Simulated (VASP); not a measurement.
CdSe: relaxation of cell and atoms with r2SCAN+rVV10

CdSe:

```
Cd Se
1.0
     0.00000    3.07027    3.07027
     3.07027    0.00000    3.07027
     3.07027    3.07027    0.00000
Cd Se
1 1
Direct
  0.00000 0.00000 0.00000
  0.75000 0.75000 0.75000
```

```
Program                : VASP 6.6.1
Task                   : relaxation of cell and atoms
Functional             : r2SCAN
Dispersion             : rVV10
Potentials or basis    : VASP PAW PBE potentials, release 64 (Cd, Se)
Cutoff                 : 600 eV
k mesh                 : 8 × 8 × 8
Occupations            : gaussian, width 0.02 eV
Spin                   : no spin polarisation
Dipole correction      : no
Further INCAR settings : ALGO = Normal; EDIFF = 1e-06; IBRION = 2; EDIFFG = -0.002; NSW = 100; ISIF = 3
```

```json
{
 "Relaxed volume": "28.56 Å³/atom",
 "Relaxed cell": "a = 4.323 Å, b = 4.323 Å, c = 4.323 Å, α = 60.00°, β = 60.00°, γ = 60.00°",
 "Space group after relaxing (to 0.1 Å)": "F-43m (No. 216)",
 "Energy gained by relaxing": "0.8 meV/atom",
 "Ionic steps": "3",
 "Pressure after relaxing": "0.0 GPa",
 "Band gap on the k mesh": "1.00 eV"
}
```

Step by step:
```csv
step,energy change (eV),largest force (eV/Å),pressure (GPa),volume (Å³)
1,0.0000,0.0000,-0.69,57.88
2,-0.0015,0.0000,0.27,56.84
3,-0.0017,0.0000,0.00,57.12
```

Final structure:
```xyz
2
Lattice="0.0000 3.0567 3.0567 3.0567 0.0000 3.0567 3.0567 3.0567 0.0000" Properties=species:S:1:pos:R:3 pbc="T T T"
Cd    0.0000    0.0000    0.0000
Se    4.5850    4.5850    4.5850
```

Levels at points of the mesh, in eV from the valence-band top:
| k point | band 5 | band 6 | band 7 | band 8 | band 9 | band 10 | band 11 | band 12 | band 13 |
| --- | --- | --- | --- | --- | --- | --- | --- | --- | --- |
| (0.00, 0.00, 0.00) | -7.72 | -7.72 | 0.00 | 0.00 | 0.00 | 1.00 | 6.45 | 6.45 | 6.45 |
| (0.50, 0.00, 0.00) | -7.69 | -7.43 | -4.36 | -0.74 | -0.74 | 2.80 | 6.88 | 6.88 | 7.68 |
| (0.50, 0.50, 0.00) | -7.66 | -7.36 | -4.03 | -1.84 | -1.84 | 3.40 | 4.11 | 9.54 | 10.83 |

Run time: 3.8 min on 1 thread of Intel(R) Xeon(R) 6975P-C (Granite Rapids), with other jobs on the host, peak memory 0.42 GiB.

Caveat: the PAW data sets were made with another functional, which shifts forces and pressure a little.
